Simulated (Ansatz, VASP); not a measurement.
## Two plane-wave programs on Mg2Sn

```
Mg Sn
1.0
     0.00000    3.31168    3.31168
     3.31168    0.00000    3.31168
     3.31168    3.31168    0.00000
Mg Sn
2 1
Direct
  0.25000 0.25000 0.25000
  0.75000 0.75000 0.75000
  0.00000 0.00000 0.00000
```

Alike in both runs: task single point; functional r2SCAN; k mesh 10 × 10 × 10; occupations gaussian, width 0.01 eV; no spin polarisation.

```csv
,VASP,Ansatz
version,VASP 6.6.1,Ansatz 0.2.0
potentials or method,"VASP PAW PBE potentials, release 64 (Mg, Sn_d), cutoff 660 eV","scalar-relativistic, plane waves, PAW"
valence electrons in the cell,18,34
```

```tsv
	VASP	Ansatz	Ansatz less VASP
gap on the k mesh at the Fermi level (eV)	0.29	0.31	+0.021
least direct gap on the mesh (eV)	2.29	2.30	+0.016
pressure (GPa)	3.0	3.2	+0.20
```

VASP's potentials were made for PBE, not for r2SCAN. VASP's potentials hold 18 valence electrons a cell and Ansatz's 34, so a difference there can come from the potentials and not from the codes.
